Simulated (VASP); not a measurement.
# BeZn2TeS2 (P4/mmm) in VASP: further runs, part 2 of 2

VASP 6.6.1. Earlier steps stand in the parts before.

## Step 4: Single point, PBE

This run uses another cell than the first one, of 22.69 Å³/atom, 1.203 times its volume.

File INCAR:

```
SYSTEM = BeZn2TeS2
PREC = Accurate
ENCUT = 520
EDIFF = 1E-6
ISMEAR = 0
SIGMA = 0.1
LREAL = .FALSE.
LASPH = .TRUE.
NELM = 80
ALGO = Normal
ISIF = 2
LWAVE = .FALSE.
LCHARG = .FALSE.
GGA = PE
NBANDS = 31
```

File KPOINTS:

```
Automatic mesh
0
G
  8 8 8
  0 0 0
```

File POSCAR:

```
BeZn2TeS2
1.0
    5.4857496716      0.0000000000      0.0000000000
    0.0000000000      5.4857496716      0.0000000000
    0.0000000000      0.0000000000      4.5230547014
Be Zn Te S
1 2 1 2
Direct
    0.0000000000      0.0000000000      0.0000000000
    0.0000000000      0.5000000000      0.0000000000
    0.5000000000      0.0000000000      0.0000000000
    0.5000000000      0.5000000000      0.0000000000
    0.0000000000      0.5000000000      0.5000000000
    0.5000000000      0.0000000000      0.5000000000
```

Potentials or basis: VASP PAW PBE potentials, release 64 (Be, Zn, Te, S).

Command:

```
$ cat potpaw_PBE.64/Be/POTCAR potpaw_PBE.64/Zn/POTCAR potpaw_PBE.64/Te/POTCAR potpaw_PBE.64/S/POTCAR > POTCAR
$ mpirun -np 1 vasp_std > vasp.out
```

OUTCAR:

```text
SYSTEM = BeZn2TeS2
   PREC = Accurate
   ENCUT = 520
   EDIFF = 1E-6
   ISMEAR = 0
   LREAL = .FALSE.
   LASPH = .TRUE.
   NELM = 80
   ISIF = 2
   GGA = PE

 ion  position               nearest neighbor table
   1  0.000  0.000  0.000-
   2  0.000  0.500  0.000-   5 2.26   5 2.26   4 2.74   4 2.74
   3  0.500  0.000  0.000-   6 2.26   6 2.26   4 2.74   4 2.74
   4  0.500  0.500  0.000-   2 2.74   3 2.74   3 2.74   2 2.74
   5  0.000  0.500  0.500-   2 2.26   2 2.26
   6  0.500  0.000  0.500-   3 2.26   3 2.26

  LATTYP: Found a simple tetragonal cell.
 ALAT       =     5.4857496716
 C/A-ratio  =     0.8245098614

  Lattice vectors:

 A1 = (   5.4857496716,   0.0000000000,   0.0000000000)
 A2 = (   0.0000000000,   5.4857496716,   0.0000000000)
 A3 = (   0.0000000000,   0.0000000000,   4.5230547014)

Analysis of symmetry for initial positions (statically):
=====================================================================
 Subroutine PRICEL returns:
 Original cell was already a primitive cell.

 Routine SETGRP: Setting up the symmetry group for a
 simple tetragonal supercell.

 Subroutine GETGRP returns: Found 16 space group operations
 (whereof 16 operations were pure point group operations)
 out of a pool of 16 trial point group operations.

The static configuration has the point symmetry D_4h.

Analysis of symmetry for dynamics (positions and initial velocities):
=====================================================================
 Subroutine PRICEL returns:
 Original cell was already a primitive cell.

 Routine SETGRP: Setting up the symmetry group for a
 simple tetragonal supercell.

 Subroutine GETGRP returns: Found 16 space group operations
 (whereof 16 operations were pure point group operations)
 out of a pool of 16 trial point group operations.

The dynamic configuration has the point symmetry D_4h.

 Subroutine INISYM returns: Found 16 space group operations
[... 120 lines left out ...]
   ISMEAR =     0;   SIGMA  =   0.10  broadening in eV -4-tet -1-fermi 0-gaus
   EFERMI_NEDOS =   21; number of points for ismear=-14 and -15
   IALGO  =     38    algorithm
   IMIX   =      4    mixing-type and parameters
     AMIX     =   0.40;   BMIX     =  1.00
     AMIX_MAG =   1.60;   BMIX_MAG =  1.00
  volume/ion in A,a.u.               =      22.69       153.09
  Fermi-wavevector in a.u.,A,eV,Ry     =   1.123547  2.123195 17.175412  1.262357
  Thomas-Fermi vector in A             =   2.260213
   LORBIT       =      0    0 simple, 1 ext, 2 COOP (PROOUT), +10 PAW based schemes
   GGA     = PE    functional components
   LHFCALC =     F    Hartree Fock is set to
   AEXX    =    0.0000 exact exchange contribution
   IVDW    =     0    specifies the selected vdW correction
   LEPSILON=     F    determine dielectric tensor
   LRPA    =     F    only Hartree local field effects (RPA)
 non-spin polarized calculation
 Gauss-broadening in eV      SIGMA  =   0.10
  energy-cutoff  :      520.00
  volume of cell :      136.11
 maximum number of plane-waves:      3700
 NGX is ok and might be reduce to    42
   NGX = 21   NGY = 21   NGZ = 17

 number of electron      43.9999989 magnetization

 Free energy of the ion-electron system (eV)
  ---------------------------------------------------
  ext. energy  EPLUGINS =         0.00000000
  ---------------------------------------------------
  free energy    TOTEN  =       -13.91426936 eV

  energy without entropy =      -13.89563081  energy(sigma->0) =      -13.90495008

 E-fermi :   2.7438     XC(G=0):  -9.2169

 val. band max:        2.7396354774   @ k =   0.2500   0.0000   0.0000
 cond. band min:       2.7515673324   @ k =   0.2500   0.1250   0.0000
 fundamental gap:      0.0119318550
 Fermi energy:         2.7438440413

 k-point     1 :       0.0000    0.0000    0.0000
  band No.  band energies     occupation
      1     -10.2583      2.00000
      2      -9.4595      2.00000
      3      -8.0255      2.00000
      4      -4.3739      2.00000
      5      -4.3088      2.00000
      6      -4.2733      2.00000
[... 805 lines left out ...]
     30       9.8472      0.00000
     31      10.1531      0.00000

 [... further k-points ...]
[... 5 lines left out ...]
  --------------------------------------------------------------------------------------
  -------------------------------------------------------------------------------------
  Total        0.0227584      0.0227584      0.1957182      0.0000000     -0.0000000      0.0000000
  in kB        0.2678855      0.2678855      2.3037635      0.0000000     -0.0000000      0.0000000
  external PRESSURE =       0.9465115 kB  Pullay stress =       0.0000000 kB

 VOLUME and BASIS-vectors are now :
 -----------------------------------------------------------------------------
  energy-cutoff  :      520.00
  volume of cell :      136.11
      direct lattice vectors                 reciprocal lattice vectors
     5.485749672  0.000000000  0.000000000     0.182290491  0.000000000  0.000000000
     0.000000000  5.485749672  0.000000000     0.000000000  0.182290491  0.000000000
     0.000000000  0.000000000  4.523054701     0.000000000  0.000000000  0.221089522

 POSITION                                       TOTAL-FORCE (eV/Angst)
 -----------------------------------------------------------------------------------
      0.00000      0.00000      0.00000         0.000000      0.000000      0.000000
      0.00000      2.74287      0.00000         0.000000      0.000000      0.000000
      2.74287      0.00000      0.00000         0.000000      0.000000      0.000000
      2.74287      2.74287      0.00000         0.000000      0.000000      0.000000
      0.00000      2.74287      2.26153         0.000000      0.000000      0.000000
      2.74287      0.00000      2.26153         0.000000      0.000000      0.000000
 -----------------------------------------------------------------------------------
    total drift:                                0.000000      0.000000     -0.000000

  FREE ENERGIE OF THE ION-ELECTRON SYSTEM (eV)
  ---------------------------------------------------
  free  energy   TOTEN  =       -13.9142693556 eV

  energy  without entropy=      -13.8956308131  energy(sigma->0) =      -13.90495008
```

It took 9.7 min on 1 thread of AMD EPYC 7R13, shared host; peak memory 0.43 GiB.

What came out:

- Free energy: -13.9143 eV
- Pressure: 0.1 GPa
- Band gap on the k mesh: zero (band 22 reaches 3.28 eV, above the bottom of band 23 at 2.36 eV)

Stress tensor (GPa, compression positive):
```
0.03 0.00 0.00
0.00 0.03 0.00
0.00 0.00 0.23
```

Caveat: spin-orbit coupling is left out, which moves the levels of the heavy elements.

## Step 5: Relaxation of cell and atoms, PBE

File INCAR:

```
SYSTEM = BeZn2TeS2
PREC = Accurate ; ENCUT = 600
EDIFF = 1E-6 ; ISMEAR = 0
SIGMA = 0.1 ; LREAL = .FALSE.
LASPH = .TRUE. ; NELM = 100
ALGO = Normal ; ISIF = 3
LWAVE = .FALSE. ; LCHARG = .FALSE.
GGA = PE ; IBRION = 2
NSW = 90 ; EDIFFG = -0.04
```

File KPOINTS:

```
Automatic mesh
0
G
  4 4 6
  0 0 0
```

Changes to POSCAR since step 4:

```diff
@@ -2,5 +2,5 @@
 1.0
-    5.4857496716      0.0000000000      0.0000000000
-    0.0000000000      5.4857496716      0.0000000000
-    0.0000000000      0.0000000000      4.5230547014
+    5.7807492600      0.0000000000      0.0000000000
+    0.0000000000      5.7807492600      0.0000000000
+    0.0000000000      0.0000000000      3.3862338700
 Be Zn Te S
```

Potentials or basis: VASP PAW PBE potentials, release 64 (Be, Zn, Te, S).

Command:

```
$ cat potpaw_PBE.64/Be/POTCAR potpaw_PBE.64/Zn/POTCAR potpaw_PBE.64/Te/POTCAR potpaw_PBE.64/S/POTCAR > POTCAR
$ mpirun -np 1 vasp_std > vasp.out
```

OUTCAR:

```text
SYSTEM = BeZn2TeS2
   PREC = Accurate
   ENCUT = 600
   EDIFF = 1E-6
   ISMEAR = 0
   LREAL = .FALSE.
   LASPH = .TRUE.
   NELM = 100
   ISIF = 3
   GGA = PE
   IBRION = 2
   NSW = 90
   EDIFFG = -0.04

 ion  position               nearest neighbor table
   1  0.000  0.000  0.000-
   2  0.000  0.500  0.000-   5 1.69   5 1.69   4 2.89   4 2.89
   3  0.500  0.000  0.000-   6 1.69   6 1.69   4 2.89   4 2.89
   4  0.500  0.500  0.000-   2 2.89   3 2.89   3 2.89   2 2.89
   5  0.000  0.500  0.500-   2 1.69   2 1.69
   6  0.500  0.000  0.500-   3 1.69   3 1.69

  LATTYP: Found a simple tetragonal cell.
 ALAT       =     5.7807492600
 C/A-ratio  =     0.5857776765

  Lattice vectors:

 A1 = (   5.7807492600,   0.0000000000,   0.0000000000)
 A2 = (   0.0000000000,   5.7807492600,   0.0000000000)
 A3 = (   0.0000000000,   0.0000000000,   3.3862338700)

Analysis of symmetry for initial positions (statically):
=====================================================================
 Subroutine PRICEL returns:
 Original cell was already a primitive cell.

 Routine SETGRP: Setting up the symmetry group for a
 simple tetragonal supercell.

 Subroutine GETGRP returns: Found 16 space group operations
 (whereof 16 operations were pure point group operations)
 out of a pool of 16 trial point group operations.

The static configuration has the point symmetry D_4h.

Analysis of symmetry for dynamics (positions and initial velocities):
=====================================================================
 Subroutine PRICEL returns:
 Original cell was already a primitive cell.

 Routine SETGRP: Setting up the symmetry group for a
 simple tetragonal supercell.

 Subroutine GETGRP returns: Found 16 space group operations
 (whereof 16 operations were pure point group operations)
 out of a pool of 16 trial point group operations.

The dynamic configuration has the point symmetry D_4h.
[... 142 lines left out ...]
 maximum number of plane-waves:      3809
 NGX is ok and might be reduce to    48
   NGX = 23   NGY = 23   NGZ = 13

--------------------------------------- Ionic step        1  -------------------------------------------

 number of electron      43.9999980 magnetization

 Free energy of the ion-electron system (eV)
  ---------------------------------------------------
  ext. energy  EPLUGINS =         0.00000000
  ---------------------------------------------------
  free energy    TOTEN  =        -1.34113300 eV

  energy without entropy =       -1.32048294  energy(sigma->0) =       -1.33080797

------------------------ aborting loop because EDIFF is reached ----------------------------------------

  FORCE on cell =-STRESS in cart. coord.  units (eV):
  Direction    XX          YY          ZZ          XY          YZ          ZX
  --------------------------------------------------------------------------------------
  -------------------------------------------------------------------------------------
  Total        5.9994449      5.9994449    121.4886550      0.0000000     -0.0000000      0.0000000
  in kB       84.9447292     84.9447292   1720.1292958      0.0000000     -0.0000000      0.0000000
  external PRESSURE =     630.0062514 kB  Pullay stress =       0.0000000 kB
[... 27 lines left out ...]
--------------------------------------- Ionic step        2  -------------------------------------------

 number of electron      43.9999901 magnetization

 E-fermi :  -1.2035     XC(G=0):  -6.8833

 val. band max:       -1.2100715509   @ k =   0.2500   0.0000   0.3333
 cond. band min:      -1.1896763821   @ k =   0.5000   0.2500   0.0000
 fundamental gap:      0.0203951688
 Fermi energy:        -1.2035352099

 k-point     1 :       0.0000    0.0000    0.0000
  band No.  band energies     occupation
      1     -11.8235      2.00000
      2     -11.6056      2.00000
      3     -11.3819      2.00000
      4      -7.9541      2.00000
      5      -7.9473      2.00000
      6      -7.9423      2.00000
[... 758 lines left out ...]
  FREE ENERGIE OF THE ION-ELECTRON SYSTEM (eV)
  ---------------------------------------------------
  free  energy   TOTEN  =       -13.3079749226 eV

  energy  without entropy=      -13.2796706073  energy(sigma->0) =      -13.29382276

[... ionic steps 4 to 10 ...]

--------------------------------------- Ionic step       11  -------------------------------------------

 number of electron      43.9999933 magnetization

------------------------ aborting loop because EDIFF is reached ----------------------------------------
[... 75 lines left out ...]
--------------------------------------- Ionic step       13  -------------------------------------------

 number of electron      43.9999930 magnetization

 Free energy of the ion-electron system (eV)
  ---------------------------------------------------
  ext. energy  EPLUGINS =         0.00000000
  ---------------------------------------------------
  free energy    TOTEN  =       -13.89414641 eV

  energy without entropy =      -13.86723654  energy(sigma->0) =      -13.88069148

 E-fermi :   2.8123     XC(G=0):  -9.2518

 val. band max:        2.7873681482   @ k =   0.2500   0.0000   0.5000
 cond. band min:       2.8159246695   @ k =   0.5000   0.2500   0.3333
 fundamental gap:      0.0285565214
 Fermi energy:         2.8123308178

 k-point     1 :       0.0000    0.0000    0.0000
  band No.  band energies     occupation
      1     -10.2151      2.00000
      2      -9.3657      2.00000
      3      -8.0244      2.00000
      4      -4.3494      2.00000
      5      -4.2901      2.00000
      6      -4.2547      2.00000
[... 718 lines left out ...]
  FREE ENERGIE OF THE ION-ELECTRON SYSTEM (eV)
  ---------------------------------------------------
  free  energy   TOTEN  =       -13.8941464143 eV

  energy  without entropy=      -13.8672365406  energy(sigma->0) =      -13.88069148

 reached required accuracy - stopping structural energy minimisation
```

It took 28 min on 1 thread of AMD EPYC 7R13, shared host; peak memory 0.29 GiB.

Results:

* Free energy: -13.8941 eV
* Relaxed volume: 22.51 Å³/atom
* Relaxed cell: a = 5.456 Å, b = 5.456 Å, c = 4.538 Å, α = 90.00°, β = 90.00°, γ = 90.00°
* Space group after relaxing (to 0.05 Å): P4/mmm (No. 123)
* Energy gained by relaxing: 2092.2 meV/atom
* Ionic steps: 13
* Pressure after relaxing: 0.0 GPa
* Band gap on the k mesh: zero (band 22 reaches 3.33 eV, above the bottom of band 23 at 2.65 eV)

The path:
| step | energy change (eV) | largest force (eV/Å) | pressure (GPa) | volume (Å³) |
| --- | --- | --- | --- | --- |
| 1 | 0.0000 | 0.0000 | 63.00 | 113.16 |
| 2 | -5.6296 | 0.0000 | -10.07 | 245.79 |
| 3 | -11.9668 | 0.0000 | -5.54 | 165.54 |
| 4 | -12.1190 | 0.0000 | -4.72 | 161.91 |
| 5 | -12.2655 | 0.0000 | -1.58 | 152.61 |
| 6 | -12.2706 | 0.0000 | -2.32 | 154.33 |
| 7 | -12.2703 | 0.0000 | -1.97 | 153.49 |
| 8 | -12.4090 | 0.0000 | -1.38 | 147.04 |
| 9 | -12.5415 | 0.0000 | 0.16 | 136.58 |
| 10 | -12.5471 | 0.0000 | 0.76 | 133.46 |
| 11 | -12.5476 | 0.0000 | 0.62 | 134.14 |
| 12 | -12.5506 | 0.0000 | -0.33 | 135.71 |
| 13 | -12.5530 | 0.0000 | 0.02 | 135.07 |

Final structure:
```cif
data_structure
_symmetry_space_group_name_H-M 'P 1'
_symmetry_Int_Tables_number 1
_cell_length_a 5.4556
_cell_length_b 5.4556
_cell_length_c 4.5381
_cell_angle_alpha 90.000
_cell_angle_beta 90.000
_cell_angle_gamma 90.000
_cell_volume 135.07
loop_
_atom_site_label
_atom_site_type_symbol
_atom_site_fract_x
_atom_site_fract_y
_atom_site_fract_z
_atom_site_occupancy
Be1 Be 0.00000 0.00000 0.00000 1
Zn1 Zn 0.00000 0.50000 0.00000 1
Zn2 Zn 0.50000 0.00000 0.00000 1
Te1 Te 0.50000 0.50000 0.00000 1
S1 S 0.00000 0.50000 0.50000 1
S2 S 0.50000 0.00000 0.50000 1
```

Caveat: the volume moved by over 15 % at a fixed basis, so the end points are rough; spin-orbit coupling is left out, which moves the levels of the heavy elements.

## Step 6: Summary

```csv
task,cell,k mesh,cutoff (eV),gap on the mesh (eV),pressure (GPa)
single point,"a = 5.781, b = 5.781, c = 3.386 Å, 6 atoms",4 × 4 × 6,520,none,63.1
single point,"a = 5.453, b = 5.453, c = 4.535 Å, 6 atoms",4 × 4 × 6,520,none,0.2
single point,"a = 5.486, b = 5.486, c = 4.523 Å, 6 atoms",8 × 8 × 8,520,none,0.1
relaxation of cell and atoms,"relaxed from a = 5.781, b = 5.781, c = 3.386 Å, 6 atoms",4 × 4 × 6,600,none,0.0
```

Alike in all rows: level PBE; potentials or basis VASP PAW PBE potentials, release 64 (Be, Zn, Te, S); no spin polarisation; smearing gaussian 0.1 eV.

Caveats: spin-orbit coupling is left out, which moves the levels of the heavy elements; the volume moved by over 15 % at a fixed basis, so the end points are rough (some runs).

Absolute energies hang on the potentials; compare differences alone.
